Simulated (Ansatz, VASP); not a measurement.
# Sn in VASP and in Ansatz

```
Sn
1.0
    -1.90803    1.90803    1.90803
     1.90803   -1.90803    1.90803
     1.90803    1.90803   -1.90803
Sn
1
Direct
  0.00000 0.00000 0.00000
```

Alike in both runs: functional PBE; k mesh 16 × 16 × 16; occupations gaussian, width 0.1 eV; no spin polarisation.

Ansatz relaxed the structure, and its values are those at the end. VASP's run is a single point on that final structure, the one shown.

|  | VASP | Ansatz |
| --- | --- | --- |
| version | VASP 6.6.1 | Ansatz 0.2.0 |
| potentials or method | VASP PAW PBE potentials, release 64 (Sn_d), cutoff 520 eV | scalar-relativistic, plane waves, PAW |
| valence electrons in the cell | 14 | 14 |

```csv
,VASP,Ansatz,Ansatz less VASP
gap on the k mesh at the Fermi level (eV),none,none,-
pressure (GPa),0.0,0.0,+0.01
```

A gap of «none» marks a metal or a gap that the smearing closes.
